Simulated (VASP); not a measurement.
Hf, 1 atom in the cell. It takes space group Fm-3m (No. 225, cubic). Conventional cell: a = 4.139 Å, b = 4.139 Å, c = 4.139 Å, α = 90.00°, β = 90.00°, γ = 90.00°. Within 3.9 Å of Hf (site symmetry m-3m) lie 12 Hf at 2.93 Å. 

| Item | Value |
| --- | --- |
| Program | VASP 6.6.1 |
| Task | single point |
| Functional | PBEsol |
| Potentials or basis | VASP PAW PBE potentials, release 64 (Hf_pv) |
| Cutoff | 520 eV |
| k mesh | 10 × 10 × 10 |
| Occupations | fermi-dirac, width 0.05 eV |
| Spin | no spin polarisation |
| Dipole correction | no |
| Further INCAR settings | ALGO = Normal; EDIFF = 1e-06; NBANDS = 11 |

Potentials or basis: VASP PAW PBE potentials, release 64 (Hf_pv).

Command:

```console
$ cat potpaw_PBE.64/Hf_pv/POTCAR > POTCAR
$ mpirun -np 1 vasp_std > vasp.out
```

Hardware: 1 thread of Intel Xeon 8259CL, with other jobs on the host.

Question: How long does it take, and how much memory?

Answer: Run time: 11 s on 1 thread of Intel Xeon 8259CL (shared host), peak memory 0.14 GiB. Counts: scf iterations 10, k points 47.
